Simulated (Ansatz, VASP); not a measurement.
BaTiO3 in VASP and in Ansatz

```
CELL_PARAMETERS angstrom
3.67445 0.00000 0.00000
0.00000 3.67445 0.00000
0.00000 0.00000 4.31363
ATOMIC_POSITIONS crystal
Ba 0.00000 0.00000 0.00000
Ti 0.50000 0.50000 0.50000
O 0.50000 0.50000 0.00000
O 0.50000 0.00000 0.50000
O 0.00000 0.50000 0.50000
```

Change from the starting cell: strain -0.080 along x and y, +0.080 along z, atoms carried along.

Alike in both runs: task single point; functional r2SCAN; k mesh 8 × 8 × 8; occupations gaussian, width 0.05 eV; no spin polarisation.

```csv
,VASP,Ansatz
version,VASP 6.6.1,Ansatz 0.2.0
potentials or method,"VASP PAW PBE potentials, release 64 (Ba_sv, Ti_sv, O), cutoff 520 eV","scalar-relativistic, plane waves, PAW"
valence electrons in the cell,40,40
```

|  | VASP | Ansatz | Ansatz less VASP |
| --- | --- | --- | --- |
| gap on the k mesh at the Fermi level (eV) | 2.00 | 2.03 | +0.024 |
| least direct gap on the mesh (eV) | 2.19 | 2.21 | +0.019 |
| pressure (GPa) | 31.0 | 28.0 | -3.03 |
| traceless stress, the component that is largest in VASP (GPa) | -31.15 | -29.91 | +1.244 |

VASP's potentials were made for PBE, not for r2SCAN.

Spin-orbit coupling is off throughout.
